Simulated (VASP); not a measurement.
# WSe2 in VASP: further runs

Runs on WSe2. Level: PBEsol. Tasks: single point.

Everything below comes from runs of VASP 6.6.1. Logs are shortened: lines on timing, memory, paths and dates and some standing lists are left out, and cuts for length are marked.

## (1) The cell of the first run

The cell holds a slab with vacuum, 3 atoms: a = 3.318 Å, b = 3.318 Å, c = 16.658 Å, α = 90.00°, β = 90.00°, γ = 120.00°.

## (2) Single point, PBEsol (all Se atoms moved -0.100 Å, as atom 2 along Cartesian [1 1 0])

The input, INCAR:

```
SYSTEM = WSe2
PREC     = Accurate       ! precision mode
ENCUT    = 520            ! plane-wave cutoff, eV
EDIFF    = 1E-6           ! SCF threshold, eV
ISMEAR   = 0              ! smearing method
SIGMA    = 0.05           ! smearing width, eV
LREAL    = .FALSE.        ! projectors in reciprocal space
LASPH    = .TRUE.         ! aspherical terms in the spheres
NELM     = 60             ! most SCF steps
ALGO     = Normal         ! electronic algorithm
ISIF     = 2              ! what is computed and relaxed
LWAVE    = .FALSE.        ! write WAVECAR
LCHARG   = .FALSE.        ! write CHGCAR
GGA      = PS             ! functional
NBANDS   = 20             ! bands
```

The input, KPOINTS:

```
Automatic mesh
0
G
  9 9 2
  0 0 0
```

The input, POSCAR:

```
WSe2
1.0
    3.3179375931      0.0000000000      0.0000000000
   -1.6589687966      2.8734182438      0.0000000000
    0.0000000000      0.0000000000     16.6581424200
W Se
1 2
Direct
    0.0000000000      0.0000000000      0.0000000000
    0.2997174186      0.6420581092      0.0997865200
    0.2997174186      0.6420581092      0.9002134800
```

Potentials or basis: VASP PAW PBE potentials, release 64 (W_sv, Se).

On the command line:

```console
$ cat potpaw_PBE.64/W_sv/POTCAR potpaw_PBE.64/Se/POTCAR > POTCAR
$ mpirun -np 1 vasp_std > vasp.out
```

OUTCAR:

```text
SYSTEM = WSe2
   PREC = Accurate
   ENCUT = 520
   EDIFF = 1E-6
   ISMEAR = 0
   LREAL = .FALSE.
   LASPH = .TRUE.
   NELM = 60
   ISIF = 2
   GGA = PS

 ion  position               nearest neighbor table
   1  0.000  0.000  0.000-   2 2.48   3 2.48   2 2.52   3 2.52   2 2.61   3 2.61
   2  0.300  0.642  0.100-   1 2.48   1 2.52   1 2.61
   3  0.300  0.642  0.900-   1 2.48   1 2.52   1 2.61

  LATTYP: Found a hexagonal cell.
 ALAT       =     3.3179375931
 C/A-ratio  =     5.0206316281

  Lattice vectors:

 A1 = (   3.3179375931,   0.0000000000,   0.0000000000)
 A2 = (  -1.6589687966,   2.8734182438,   0.0000000000)
 A3 = (   0.0000000000,   0.0000000000,  16.6581424200)

Analysis of symmetry for initial positions (statically):
=====================================================================
 Subroutine PRICEL returns:
 Original cell was already a primitive cell.

 Routine SETGRP: Setting up the symmetry group for a
 hexagonal supercell.

 Subroutine GETGRP returns: Found  2 space group operations
 (whereof  2 operations were pure point group operations)
 out of a pool of 24 trial point group operations.

The static configuration has the point symmetry C_1h.

Analysis of symmetry for dynamics (positions and initial velocities):
=====================================================================
 Subroutine PRICEL returns:
 Original cell was already a primitive cell.

 Routine SETGRP: Setting up the symmetry group for a
 hexagonal supercell.

 Subroutine GETGRP returns: Found  2 space group operations
 (whereof  2 operations were pure point group operations)
 out of a pool of 24 trial point group operations.

The dynamic configuration has the point symmetry C_1h.

 Subroutine INISYM returns: Found  2 space group operations
 (whereof  2 operations are pure point group operations),
 and found     1 'primitive' translations

----------------------------------------------------------------------------------------

                                     Primitive cell

  volume of cell :     158.8158

  direct lattice vectors                    reciprocal lattice vectors
     3.317937593  0.000000000  0.000000000     0.301392046  0.174008779  0.000000000
    -1.658968797  2.873418244  0.000000000     0.000000000  0.348017558  0.000000000
     0.000000000  0.000000000 16.658142420     0.000000000  0.000000000  0.060030703

  length of vectors
     3.317937593  3.317937593 16.658142420     0.348017558  0.348017558  0.060030703

  position of ions in fractional coordinates (direct lattice)
     0.000000000  0.000000000  0.000000000
     0.299717419  0.642058109  0.099786520
     0.299717419  0.642058109  0.900213480

  ion indices of the primitive-cell ions
   primitive index   ion index
                 1           1
                 2           2
                 3           3

----------------------------------------------------------------------------------------

 KPOINTS: Automatic mesh

Automatic generation of k-mesh.
 Grid dimensions read from file:
 generate k-points for:    9    9    2

 Generating k-lattice:

  Cartesian coordinates                     Fractional coordinates (reciprocal lattice)
     0.033488005  0.019334309  0.000000000     0.111111111  0.000000000  0.000000000
     0.000000000  0.038668618  0.000000000     0.000000000  0.111111111  0.000000000
     0.000000000  0.000000000  0.030015351     0.000000000  0.000000000  0.500000000

  Length of vectors
     0.038668618  0.038668618  0.030015351

  Shift w.r.t. Gamma in fractional coordinates (k-lattice)
     0.000000000  0.000000000  0.000000000

 Subroutine IBZKPT returns following result:
 ===========================================

 Found     82 irreducible k-points:

 Following reciprocal coordinates:
            Coordinates               Weight
  0.000000  0.000000  0.000000      1.000000
  0.111111 -0.000000  0.000000      2.000000
  0.000000  0.111111  0.000000      2.000000
 -0.111111  0.111111  0.000000      2.000000
  0.222222  0.000000  0.000000      2.000000
  0.000000  0.222222  0.000000      2.000000
[... 16 lines left out ...]
  0.333333  0.111111  0.000000      2.000000
 -0.111111  0.444444  0.000000      2.000000
 [... further k-points ...]
   k-points           NKPTS =     82   k-points in BZ     NKDIM =     82   number of bands    NBANDS=     20
   number of dos      NEDOS =    301   number of ions     NIONS =      3
   total plane-waves  NPLWV =  98784
   dimension x,y,z NGX =    28 NGY =   28 NGZ =  126
   dimension x,y,z NGXF=    56 NGYF=   56 NGZF=  252
   ions per type =               1   2
   NGX,Y,Z   is equivalent  to a cutoff of  14.03, 14.03, 12.57 a.u.
   NGXF,Y,Z  is equivalent  to a cutoff of  28.06, 28.06, 25.15 a.u.
 SYSTEM =  WSe2
   PREC   = accura    normal or accurate (medium, high low for compatibility)
   ISTART =      0    job   : 0-new  1-cont  2-samecut
   ICHARG =      2    charge: 1-file 2-atom 10-const
   ISPIN  =      1    spin polarized calculation?
   LNONCOLLINEAR =      F non collinear calculations
   LSORBIT =      F    spin-orbit coupling
   LASPH  =      T    aspherical Exc in radial PAW
   ENCUT  =  520.0 eV  38.22 Ry    6.18 a.u.   6.17  6.17 30.97*2*pi/ulx,y,z
   NELM   =     60;   NELMIN=  2; NELMDL= -5     # of ELM steps
   EDIFF  = 0.1E-05   stopping-criterion for ELM
   LREAL  =      F    real-space projection
   EDIFFG = 0.1E-04   stopping-criterion for IOM
   NSW    =      0    number of steps for IOM
   IBRION =     -1    ionic relax: 0-MD 1-quasi-New 2-CG
   NFREE  =      0    steps in history (QN), initial steepest desc. (CG)
   ISIF   =      2    stress and relaxation
   ISYM   =      2    0-nonsym 1-usesym 2-fastsym
   POTIM  = 0.5000    time-step for ionic-motion
   TEBEG  =    0.0;   TEEND  =   0.0 temperature during run
   PSTRESS=    0.0 pullay stress
   NELECT =      26.0000    total number of electrons
   NUPDOWN=      -1.0000    fix difference up-down
   EMIN   =  10.00;   EMAX   =-10.00  energy-range for DOS
   EFERMI =   0.00;   METHOD = LEGACY
   ISMEAR =     0;   SIGMA  =   0.05  broadening in eV -4-tet -1-fermi 0-gaus
   EFERMI_NEDOS =   21; number of points for ismear=-14 and -15
   IALGO  =     38    algorithm
   IMIX   =      4    mixing-type and parameters
     AMIX     =   0.40;   BMIX     =  1.00
     AMIX_MAG =   1.60;   BMIX_MAG =  1.00
  volume/ion in A,a.u.               =      52.94       357.25
  Fermi-wavevector in a.u.,A,eV,Ry     =   0.895574  1.692389 10.912587  0.802053
  Thomas-Fermi vector in A             =   2.017923
   LORBIT       =      0    0 simple, 1 ext, 2 COOP (PROOUT), +10 PAW based schemes
   GGA     = PS    functional components
   LHFCALC =     F    Hartree Fock is set to
   AEXX    =    0.0000 exact exchange contribution
   IVDW    =     0    specifies the selected vdW correction
   LEPSILON=     F    determine dielectric tensor
   LRPA    =     F    only Hartree local field effects (RPA)
 non-spin polarized calculation
 Gauss-broadening in eV      SIGMA  =   0.05
  energy-cutoff  :      520.00
  volume of cell :      158.82
 maximum number of plane-waves:      4298
 NGX is ok and might be reduce to    28
   NGX = 13   NGY = 13   NGZ = 61

 number of electron      25.9999999 magnetization

 Free energy of the ion-electron system (eV)
  ---------------------------------------------------
  ext. energy  EPLUGINS =         0.00000000
  ---------------------------------------------------
  free energy    TOTEN  =       -23.12849745 eV

  energy without entropy =      -23.12849745  energy(sigma->0) =      -23.12849745

 E-fermi :  -0.5327     XC(G=0):  -4.7834

 val. band max:       -0.9556136913   @ k =   0.3333   0.3333   0.0000
 cond. band min:       0.5504880170   @ k =   0.3333   0.3333   0.5000
 fundamental gap:      1.5061017084
 Fermi energy:        -0.5327190491

 k-point     1 :       0.0000    0.0000    0.0000
  band No.  band energies     occupation
      1     -74.9686      2.00000
      2     -39.2053      2.00000
      3     -39.1057      2.00000
      4     -39.0814      2.00000
      5     -15.7163      2.00000
      6     -14.4177      2.00000
[... 12 lines left out ...]
     19       4.1045      0.00000
     20       4.2727      0.00000

 k-point     2 :       0.1111   -0.0000    0.0000
  band No.  band energies     occupation
      1     -74.9675      2.00000
      2     -39.2007      2.00000
      3     -39.1124      2.00000
      4     -39.1055      2.00000
      5     -15.5416      2.00000
      6     -14.3238      2.00000
[... 12 lines left out ...]
     19       4.3377      0.00000
     20       4.8463      0.00000

 k-point     3 :       0.0000    0.1111    0.0000
  band No.  band energies     occupation
      1     -74.9675      2.00000
      2     -39.2003      2.00000
      3     -39.1297      2.00000
      4     -39.0892      2.00000
      5     -15.5328      2.00000
      6     -14.3350      2.00000
[... 12 lines left out ...]
     19       4.3523      0.00000
     20       4.8245      0.00000

 k-point     4 :      -0.1111    0.1111    0.0000
  band No.  band energies     occupation
      1     -74.9675      2.00000
      2     -39.2004      2.00000
      3     -39.1275      2.00000
      4     -39.0911      2.00000
      5     -15.5348      2.00000
      6     -14.3323      2.00000
[... 12 lines left out ...]
     19       4.3497      0.00000
     20       4.8387      0.00000

 k-point     5 :       0.2222    0.0000    0.0000
  band No.  band energies     occupation
      1     -74.9649      2.00000
      2     -39.1890      2.00000
      3     -39.1692      2.00000
      4     -39.1260      2.00000
      5     -15.0624      2.00000
      6     -14.0656      2.00000
[... 12 lines left out ...]
     19       4.9725      0.00000
     20       5.6212      0.00000
[... 353 lines left out ...]
      6     -13.8951      2.00000
[... 12 lines left out ...]
     19       5.5925      0.00000
     20       6.1060      0.00000

 k-point    22 :       0.3333   -0.1111    0.0000
  band No.  band energies     occupation
      1     -74.9628      2.00000
      2     -39.2098      2.00000
      3     -39.1798      2.00000
      4     -39.1449      2.00000
      5     -14.6437      2.00000
      6     -13.8500      2.00000
[... 12 lines left out ...]
     19       5.5566      0.00000
     20       6.1411      0.00000

 k-point    23 :       0.3333    0.1111    0.0000
  band No.  band energies     occupation
      1     -74.9603      2.00000
      2     -39.2640      2.00000
      3     -39.1685      2.00000
      4     -39.1628      2.00000
      5     -14.0496      2.00000
      6     -13.5471      2.00000
[... 12 lines left out ...]
     19       6.0584      0.00000
     20       6.4228      0.00000

 k-point    24 :      -0.1111    0.4444    0.0000
  band No.  band energies     occupation
      1     -74.9601      2.00000
      2     -39.2919      2.00000
      3     -39.1660      2.00000
      4     -39.1414      2.00000
      5     -13.9526      2.00000
      6     -13.6595      2.00000
[... 12 lines left out ...]
     19       6.0932      0.00000
     20       6.4164      0.00000

 [... further k-points ...]
[... 5 lines left out ...]
  --------------------------------------------------------------------------------------
  -------------------------------------------------------------------------------------
  Total       -1.6504438     -0.6458699      0.0975258     -0.5143606      0.0000000      0.0000000
  in kB      -16.6501329     -6.5157142      0.9838670     -5.1890115      0.0000000      0.0000000
  external PRESSURE =      -7.3939934 kB  Pullay stress =       0.0000000 kB

 VOLUME and BASIS-vectors are now :
 -----------------------------------------------------------------------------
  energy-cutoff  :      520.00
  volume of cell :      158.82
      direct lattice vectors                 reciprocal lattice vectors
     3.317937593  0.000000000  0.000000000     0.301392046  0.174008779  0.000000000
    -1.658968797  2.873418244  0.000000000     0.000000000  0.348017558  0.000000000
     0.000000000  0.000000000 16.658142420     0.000000000  0.000000000  0.060030703

 POSITION                                       TOTAL-FORCE (eV/Angst)
 -----------------------------------------------------------------------------------
      0.00000      0.00000      0.00000        -1.236287     -1.287855      0.000000
     -0.07071      1.84490      1.66226         0.618143      0.643927      0.032920
     -0.07071      1.84490     14.99588         0.618143      0.643927     -0.032920
 -----------------------------------------------------------------------------------
    total drift:                               -0.000027     -0.000011     -0.000000

  FREE ENERGIE OF THE ION-ELECTRON SYSTEM (eV)
  ---------------------------------------------------
  free  energy   TOTEN  =       -23.1284974485 eV

  energy  without entropy=      -23.1284974485  energy(sigma->0) =      -23.12849745
```

Run time: 13 min. Hardware: 1 thread of Intel Xeon 8259CL, shared host; peak memory 0.47 GiB.

What came out:

| Quantity | Value |
| --- | --- |
| Free energy | -23.1285 eV |
| Largest force | 1.785 eV/Å |
| Band gap on the k mesh | 1.51 eV |

Forces on the atoms (eV/Å):
```
W   -1.236 -1.288  0.000
Se   0.618  0.644  0.033
Se   0.618  0.644 -0.033
```

Caveat: the cell differs from its parent crystal (all Se atoms moved -0.100 Å, as atom 2 along Cartesian [1 1 0]); the PAW data sets were made with another functional, which shifts forces and pressure a little; spin-orbit coupling is left out, which moves the levels of the heavy elements.

## (3) Single point, PBEsol (all Se atoms moved +0.075 Å, as atom 2 along Cartesian [1 1 0])

The input, INCAR:

```
PREC = Accurate
ENCUT = 520
EDIFF = 1E-6
ISMEAR = 0
SIGMA = 0.05
LREAL = False
LASPH = True
NELM = 80
ALGO = Normal
ISIF = 2
LWAVE = False
LCHARG = False
GGA = PS
NBANDS = 20
```

The input, KPOINTS:

```
Automatic mesh
0
Gamma
  9 9 2
```

The input, POSCAR:

```
WSe2
1.0
    3.3179375931      0.0000000000      0.0000000000
   -1.6589687966      2.8734182438      0.0000000000
    0.0000000000      0.0000000000     16.6581424200
W Se
1 2
Direct
    0.0000000000      0.0000000000      0.0000000000
    0.3585452694      0.6851230848      0.0997865200
    0.3585452694      0.6851230848      0.9002134800
```

Potentials or basis: VASP PAW PBE potentials, release 64 (W_sv, Se).

On the command line:

```console
$ cat potpaw_PBE.64/W_sv/POTCAR potpaw_PBE.64/Se/POTCAR > POTCAR
$ mpirun -np 1 vasp_std > vasp.out
```

Wall time 11 min (1 thread of Intel Xeon 8259CL, shared host); peak memory 0.47 GiB.

Results (log left out):

| Quantity | Value |
| --- | --- |
| Free energy | -23.1667 eV |
| Largest force | 1.391 eV/Å |
| Band gap on the k mesh | 1.51 eV |

Forces in eV/Å, atoms in the order of the input:
```
W    0.998  0.969  0.000
Se  -0.499 -0.484 -0.010
Se  -0.499 -0.484  0.010
```

Levels at points of the mesh, in eV from the valence-band top:
| k point | band 11 | band 12 | band 13 | band 14 | band 15 | band 16 |
| --- | --- | --- | --- | --- | --- | --- |
| (0.00, 0.00, 0.00) | -1.55 | -0.97 | -0.28 | 2.56 | 2.93 | 3.28 |
| (0.00, 0.00, 0.50) | -1.55 | -0.97 | -0.28 | 2.56 | 2.93 | 3.28 |

Caveat: the cell differs from its parent crystal (all Se atoms moved +0.075 Å, as atom 2 along Cartesian [1 1 0]); the PAW data sets were made with another functional, which shifts forces and pressure a little; spin-orbit coupling is left out, which moves the levels of the heavy elements.

## (4) Single point, PBEsol (all Se atoms moved -0.050 Å, as atom 2 along Cartesian [1 1 0])

The input, INCAR:

```
SYSTEM = WSe2
PREC = Accurate
ENCUT = 520
EDIFF = 1E-6
ISMEAR = 0
SIGMA = 0.05
LREAL = .False.
LASPH = .True.
NELM = 80
ALGO = Normal
ISIF = 2
LWAVE = .False.
LCHARG = .False.
GGA = PS
NBANDS = 20
```

The input, KPOINTS:

```
regular mesh
0
Gamma
  9 9 2
  0 0 0
```

The input, POSCAR:

```
WSe2
1.0
    3.3179375931      0.0000000000      0.0000000000
   -1.6589687966      2.8734182438      0.0000000000
    0.0000000000      0.0000000000     16.6581424200
W Se
1 2
Direct
    0.0000000000      0.0000000000      0.0000000000
    0.3165253760      0.6543623879      0.0997865200
    0.3165253760      0.6543623879      0.9002134800
```

On the command line:

```console
$ cat potpaw_PBE.64/W_sv/POTCAR potpaw_PBE.64/Se/POTCAR > POTCAR
$ mpirun -np 1 vasp_std > vasp.out
```

Wall time 11 min (1 thread of Intel Xeon 8259CL, shared host); peak memory 0.47 GiB.

The run converged. Its results:

```yaml
Free_energy: -23.1959 eV
Largest_force: 0.906 eV/Å
Band_gap_on_the_k_mesh: 1.51 eV
```

Forces in eV/Å, atoms in the order of the input:
```
W   -0.634 -0.647  0.000
Se   0.317  0.324 -0.046
Se   0.317  0.324  0.046
```

Levels at points of the mesh, in eV from the valence-band top:
| k point | band 10 | band 11 | band 12 | band 13 | band 14 | band 15 | band 16 | band 17 |
| --- | --- | --- | --- | --- | --- | --- | --- | --- |
| (0.00, 0.00, 0.00) | -2.09 | -1.47 | -1.06 | -0.27 | 2.69 | 3.03 | 3.17 | 3.22 |
| (0.00, 0.00, 0.50) | -2.09 | -1.47 | -1.06 | -0.27 | 2.69 | 3.03 | 3.17 | 3.22 |

Caveat: the cell differs from its parent crystal (all Se atoms moved -0.050 Å, as atom 2 along Cartesian [1 1 0]); the PAW data sets were made with another functional, which shifts forces and pressure a little; spin-orbit coupling is left out, which moves the levels of the heavy elements.

(Continued in part 2 of 2.)
